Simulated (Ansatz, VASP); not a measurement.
Bi2H3: VASP beside Ansatz

```
Bi H
1.0
     4.42555    0.00000    0.00000
    -2.21278    3.83264    0.00000
     0.00000    0.00000    4.59993
Bi H
2 3
Cartesian
  0.0000 2.5551 0.0000
  2.2128 1.2775 0.0000
  0.0000 2.5551 2.3000
  2.2128 1.2775 2.3000
  0.0000 0.0000 2.3000
```

Alike in both runs: task relaxation of cell and atoms; functional PBE; k mesh 6 × 6 × 4; occupations gaussian, width 0.1 eV; no spin polarisation.

|  | VASP | Ansatz |
| --- | --- | --- |
| version | VASP 6.6.1 | Ansatz 0.2.0 |
| potentials or method | VASP PAW PBE potentials, release 64 (Bi_d, H), cutoff 600 eV | scalar-relativistic, plane waves, PAW |
| valence electrons in the cell | 33 | 33 |

```tsv
	VASP	Ansatz	Ansatz less VASP
gap on the k mesh at the Fermi level, each at its own relaxed structure (eV)	none	none	-
relaxed volume (Å³/atom)	20.03	20.05	+0.020
relaxed cell length with the largest relative difference (Å)	5.302	5.305	+0.0030
```

A gap of «none» marks a metal or a gap that the smearing closes.

Neither program's run includes spin-orbit coupling. Noted on VASP's run: the volume moved by over 15 % at a fixed basis, so the end points are rough.
